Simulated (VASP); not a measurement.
# PtS2 (R-3m) in VASP: phonons with PBE+D3(BJ)

Aim: the phonons of PtS2 with PBE+D3(BJ).

All numbers are computed with VASP 6.6.1; they aren't measurements. Logs are shortened: lines on timing, memory, paths and dates and some standing lists are left out, and cuts for length are marked.

### 1 The cell of the first run

It takes space group R-3m (No. 166, trigonal). Conventional cell: a = 3.543 Å, b = 3.543 Å, c = 16.009 Å, α = 90.00°, β = 90.00°, γ = 120.00°. Pt (site symmetry -3m) has 6 S at 2.39 Å within 3.2 Å. Within 3.3 Å of S (site symmetry 3m) lie 3 Pt at 2.39 Å and 3 S at 3.21 Å.

### 2 Phonons, PBE+D3(BJ)

File INCAR:

```
PREC = Accurate
ENCUT = 520
EDIFF = 1E-8
ISMEAR = 0
SIGMA = 0.01
LREAL = False
LASPH = True
NELM = 80
ALGO = Normal
ISIF = 2
LWAVE = False
LCHARG = False
GGA = PE
IVDW = 12
NBANDS = 18
IBRION = 6
NFREE = 2
POTIM = 0.015
NSW = 1
LUSENCCL = False
```

File KPOINTS:

```
regular mesh
0
Gamma
  10 10 10
```

File POSCAR:

```
PtS2
1.0
    1.7717198550      1.0229029352      5.3363022010
   -1.7717198550      1.0229029352      5.3363022010
    0.0000000000     -2.0458058704      5.3363022010
Pt S
1 2
Direct
    0.0000000000      0.0000000000      0.0000000000
    0.7438577294      0.7438577294      0.7438577294
    0.2561422706      0.2561422706      0.2561422706
```

Potentials or basis: VASP PAW PBE potentials, release 64 (Pt, S).

The run is started by

```console
$ cat potpaw_PBE.64/Pt/POTCAR potpaw_PBE.64/S/POTCAR > POTCAR
$ mpirun -np 1 vasp_std > vasp.out
```

OUTCAR:

```text
PREC = Accurate
   ENCUT = 520
   EDIFF = 1E-8
   ISMEAR = 0
   LREAL = False
   LASPH = True
   NELM = 80
   ISIF = 2
   GGA = PE
   IVDW = 12
   IBRION = 6
   NFREE = 2
   POTIM = 0.015
   NSW = 1
 IVDW          = 12

 ion  position               nearest neighbor table
   1  0.000  0.000  0.000-   2 2.39   3 2.39   2 2.39   2 2.39   3 2.39   3 2.39
   2  0.744  0.744  0.744-   1 2.39   1 2.39   1 2.39
   3  0.256  0.256  0.256-   1 2.39   1 2.39   1 2.39

  LATTYP: Found a trigonal (rhomboedric) cell.
 ALAT       =     5.7150190586
 COS(alpha) =     0.8077861251

  Lattice vectors:

 A1 = (   1.7717198550,   1.0229029352,   5.3363022010)
 A2 = (  -1.7717198550,   1.0229029352,   5.3363022010)
 A3 = (   0.0000000000,  -2.0458058704,   5.3363022010)

Analysis of symmetry for initial positions (statically):
=====================================================================
 Subroutine PRICEL returns:
 Original cell was already a primitive cell.

 Routine SETGRP: Setting up the symmetry group for a
 trigonal (rhombohedral) supercell.

 Subroutine GETGRP returns: Found 12 space group operations
 (whereof 12 operations were pure point group operations)
 out of a pool of 12 trial point group operations.

The static configuration has the point symmetry D_3d.

Analysis of symmetry for dynamics (positions and initial velocities):
=====================================================================
 Subroutine PRICEL returns:
 Original cell was already a primitive cell.

 Routine SETGRP: Setting up the symmetry group for a
 trigonal (rhombohedral) supercell.

 Subroutine GETGRP returns: Found 12 space group operations
 (whereof 12 operations were pure point group operations)
 out of a pool of 12 trial point group operations.

The dynamic configuration has the point symmetry D_3d.

 Subroutine INISYM returns: Found 12 space group operations
 (whereof 12 operations are pure point group operations),
 and found     1 'primitive' translations

----------------------------------------------------------------------------------------

                                     Primitive cell

  volume of cell :      58.0258

  direct lattice vectors                    reciprocal lattice vectors
     1.771719855  1.022902935  5.336302201     0.282211659  0.162934977  0.062465228
    -1.771719855  1.022902935  5.336302201    -0.282211659  0.162934977  0.062465228
     0.000000000 -2.045805870  5.336302201     0.000000000 -0.325869955  0.062465228

  length of vectors
     5.715019059  5.715019059  5.715019059     0.331802851  0.331802851  0.331802851

  position of ions in fractional coordinates (direct lattice)
     0.000000000  0.000000000  0.000000000
     0.743857729  0.743857729  0.743857729
     0.256142271  0.256142271  0.256142271

  ion indices of the primitive-cell ions
   primitive index   ion index
                 1           1
                 2           2
                 3           3

----------------------------------------------------------------------------------------

 KPOINTS: regular mesh

Automatic generation of k-mesh.
 Grid dimensions read from file:
 generate k-points for:   10   10   10

 Generating k-lattice:

  Cartesian coordinates                     Fractional coordinates (reciprocal lattice)
     0.028221166  0.016293498  0.006246523     0.100000000  0.000000000  0.000000000
    -0.028221166  0.016293498  0.006246523     0.000000000  0.100000000  0.000000000
     0.000000000 -0.032586995  0.006246523     0.000000000  0.000000000  0.100000000

  Length of vectors
     0.033180285  0.033180285  0.033180285

  Shift w.r.t. Gamma in fractional coordinates (k-lattice)
     0.000000000  0.000000000  0.000000000

 Subroutine IBZKPT returns following result:
 ===========================================

 Found    116 irreducible k-points:

 Following reciprocal coordinates:
            Coordinates               Weight
  0.000000  0.000000  0.000000      1.000000
  0.100000  0.000000  0.000000      6.000000
  0.200000  0.000000  0.000000      6.000000
  0.300000  0.000000  0.000000      6.000000
  0.400000  0.000000  0.000000      6.000000
  0.500000  0.000000  0.000000      3.000000
[... 16 lines left out ...]
  0.300000  0.300000  0.000000      6.000000
  0.400000  0.300000  0.000000     12.000000
 [... further k-points ...]
   k-points           NKPTS =    116   k-points in BZ     NKDIM =    116   number of bands    NBANDS=     18
   number of dos      NEDOS =    301   number of ions     NIONS =      3
   total plane-waves  NPLWV = 110592
   dimension x,y,z NGX =    48 NGY =   48 NGZ =   48
   dimension x,y,z NGXF=    96 NGYF=   96 NGZF=   96
   ions per type =               1   2
   NGX,Y,Z   is equivalent  to a cutoff of  13.96, 13.96, 13.96 a.u.
   NGXF,Y,Z  is equivalent  to a cutoff of  27.93, 27.93, 27.93 a.u.
 SYSTEM =  unknown system
   PREC   = accura    normal or accurate (medium, high low for compatibility)
   ISTART =      0    job   : 0-new  1-cont  2-samecut
   ICHARG =      2    charge: 1-file 2-atom 10-const
   ISPIN  =      1    spin polarized calculation?
   LNONCOLLINEAR =      F non collinear calculations
   LSORBIT =      F    spin-orbit coupling
   LASPH  =      T    aspherical Exc in radial PAW
   ENCUT  =  520.0 eV  38.22 Ry    6.18 a.u.  10.63 10.63 10.63*2*pi/ulx,y,z
   NELM   =     80;   NELMIN=  2; NELMDL= -5     # of ELM steps
   EDIFF  = 0.1E-07   stopping-criterion for ELM
   LREAL  =      F    real-space projection
   EDIFFG = 0.1E-06   stopping-criterion for IOM
   NSW    =     73    number of steps for IOM
   IBRION =      6    ionic relax: 0-MD 1-quasi-New 2-CG
   NFREE  =      2    steps in history (QN), initial steepest desc. (CG)
   ISIF   =      2    stress and relaxation
   ISYM   =      2    0-nonsym 1-usesym 2-fastsym
   POTIM  = 0.0150    time-step for ionic-motion
   TEBEG  =    0.0;   TEEND  =   0.0 temperature during run
   PSTRESS=    0.0 pullay stress
   NELECT =      22.0000    total number of electrons
   NUPDOWN=      -1.0000    fix difference up-down
   EMIN   =  10.00;   EMAX   =-10.00  energy-range for DOS
   EFERMI =   0.00;   METHOD = LEGACY
   ISMEAR =     0;   SIGMA  =   0.01  broadening in eV -4-tet -1-fermi 0-gaus
   EFERMI_NEDOS =   21; number of points for ismear=-14 and -15
   IALGO  =     38    algorithm
   IMIX   =      4    mixing-type and parameters
     AMIX     =   0.40;   BMIX     =  1.00
     AMIX_MAG =   1.60;   BMIX_MAG =  1.00
  volume/ion in A,a.u.               =      19.34       130.53
  Fermi-wavevector in a.u.,A,eV,Ry     =   1.184883  2.239104 19.101857  1.403947
  Thomas-Fermi vector in A             =   2.321088
   LORBIT       =      0    0 simple, 1 ext, 2 COOP (PROOUT), +10 PAW based schemes
   GGA     = PE    functional components
   LHFCALC =     F    Hartree Fock is set to
   AEXX    =    0.0000 exact exchange contribution
   IVDW    =    12    specifies the selected vdW correction
   LEPSILON=     F    determine dielectric tensor
   LRPA    =     F    only Hartree local field effects (RPA)
 finite differences with symmetry
 non-spin polarized calculation
 Gauss-broadening in eV      SIGMA  =   0.01
  energy-cutoff  :      520.00
  volume of cell :       58.03
 maximum number of plane-waves:      1592
 NGX is ok and might be reduce to    48
   NGX = 21   NGY = 21   NGZ = 21

--------------------------------------- Ionic step        1  -------------------------------------------

 number of electron      22.0000000 magnetization

 Free energy of the ion-electron system (eV)
  ---------------------------------------------------
  ext. energy  EPLUGINS =         0.00000000
  ---------------------------------------------------
  free energy    TOTEN  =       -15.38468146 eV

  energy without entropy =      -15.38468146  energy(sigma->0) =      -15.38468146

------------------------ aborting loop because EDIFF is reached ----------------------------------------

 Edisp (eV)   -1.19274

 E8    (eV) :    -0.4763
[... 319 lines left out ...]
--------------------------------------- Ionic step        9  -------------------------------------------

 number of electron      21.9999999 magnetization

 Free energy of the ion-electron system (eV)
  ---------------------------------------------------
  ext. energy  EPLUGINS =         0.00000000
  ---------------------------------------------------
  free energy    TOTEN  =       -15.38437130 eV

  energy without entropy =      -15.38437130  energy(sigma->0) =      -15.38437130

 E-fermi :   5.8797     XC(G=0): -10.2707

 val. band max:        5.7729935361   @ k =   0.1000   0.0000   0.0000
 cond. band min:       6.7438530038   @ k =  -0.2000   0.2000   0.0000
 fundamental gap:      0.9708594677
 Fermi energy:         5.8796588042

 k-point     1 :       0.0000    0.0000    0.0000
  band No.  band energies     occupation
      1      -9.0377      2.00000
      2      -6.3913      2.00000
      3      -0.6676      2.00000
      4      -0.4299      2.00000
      5      -0.4299      2.00000
      6       2.2975      2.00000
[... 481 lines left out ...]
      5       0.4454      2.00000
      6       1.3253      2.00000
[... 10 lines left out ...]
     17      14.6847      0.00000
     18      16.5540      0.00000

 [... further k-points ...]

------------------------ aborting loop because EDIFF is reached ----------------------------------------

 Edisp (eV)   -1.19238

 E8    (eV) :    -0.4761
[... 26 lines left out ...]
  FREE ENERGIE OF THE ION-ELECTRON SYSTEM (eV)
  ---------------------------------------------------
  free  energy   TOTEN  =       -16.5767511666 eV

  energy  without entropy=      -16.5767511666  energy(sigma->0) =      -16.57675117

 INTERNAL STRAIN TENSORS FROM DISPLACED ATOMS
 ============================================

 INTERNAL STRAIN TENSOR FOR ION    1 for displacements in x,y,z  (eV/Angst):
          X           Y           Z          XY          YZ          ZX
  --------------------------------------------------------------------------------
  x     0.00000     0.00000     0.00000     0.00000     0.00000     0.00000
  y     0.00000     0.00000     0.00000     0.00000     0.00000     0.00000
  z     0.00000     0.00000     0.00000     0.00000     0.00000     0.00000

 INTERNAL STRAIN TENSOR FOR ION    3 for displacements in x,y,z  (eV/Angst):
          X           Y           Z          XY          YZ          ZX
  --------------------------------------------------------------------------------
  x     0.00000     0.00000     0.00000     6.72934    -0.00000    12.11794
  y     6.72934    -6.72934    -0.00000     0.00000    12.11791    -0.00000
  z    12.33605    12.33605    14.11355     0.00000     0.00000     0.00000

 Eigenvectors and eigenvalues of the dynamical matrix
 ----------------------------------------------------

   1 f  =   10.088971 THz    63.390873 2PiTHz  336.531842 cm-1    41.724612 meV
             X         Y         Z           dx          dy          dz
      0.000000  0.000000  0.000000    -0.000000    0.000000   -0.000000
      0.000000  0.000000 11.908349    -0.000000    0.000000   -0.707107
      0.000000  0.000000  4.100558     0.000000   -0.000000    0.707107
[... 43 lines left out ...]
   9 f/i=    0.001095 THz     0.006882 2PiTHz    0.036533 cm-1     0.004530 meV
             X         Y         Z           dx          dy          dz
      0.000000  0.000000  0.000000    -0.551346   -0.669705    0.000000
      0.000000  0.000000 11.908349    -0.223593   -0.271592    0.000000
      0.000000  0.000000  4.100558    -0.223593   -0.271592    0.000000

 ELASTIC MODULI CONTR FROM IONIC RELAXATION (kBar)
 Direction    XX          YY          ZZ          XY          YZ          ZX
 --------------------------------------------------------------------------------
 XX        -880.3411   -378.1926   -719.9375     -0.0000   -452.1236     -0.0000
 YY        -378.1926   -880.3411   -719.9375     -0.0000    452.1236     -0.0000
 ZZ        -719.9375   -719.9375   -823.6727     -0.0000     -0.0000     -0.0000
 XY          -0.0000     -0.0000     -0.0000   -251.0743      0.0000   -452.1247
 YZ        -452.1236    452.1236     -0.0000      0.0000   -814.1646      0.0000
 ZX          -0.0000     -0.0000     -0.0000   -452.1247      0.0000   -814.1684
 --------------------------------------------------------------------------------
```

Wall time 43 min (1 × NVIDIA H100 80GB with 1 thread of AMD EPYC 7R13 (Zen 3), shared host); peak memory 2 GiB.

Results:

| Quantity | Value |
| --- | --- |
| Highest phonon frequency at Γ, LO-TO splitting left out | 337 cm⁻¹ |
| Dispersion energy per atom | -0.397 eV |

Phonon frequencies in cm⁻¹ (negative: imaginary):
```
              q point                    frequencies
(0.000, 0.000, 0.000)  0 0 0 291 291 312 312 319 337
```

Caveat: spin-orbit coupling is left out, which moves the levels of the heavy elements.
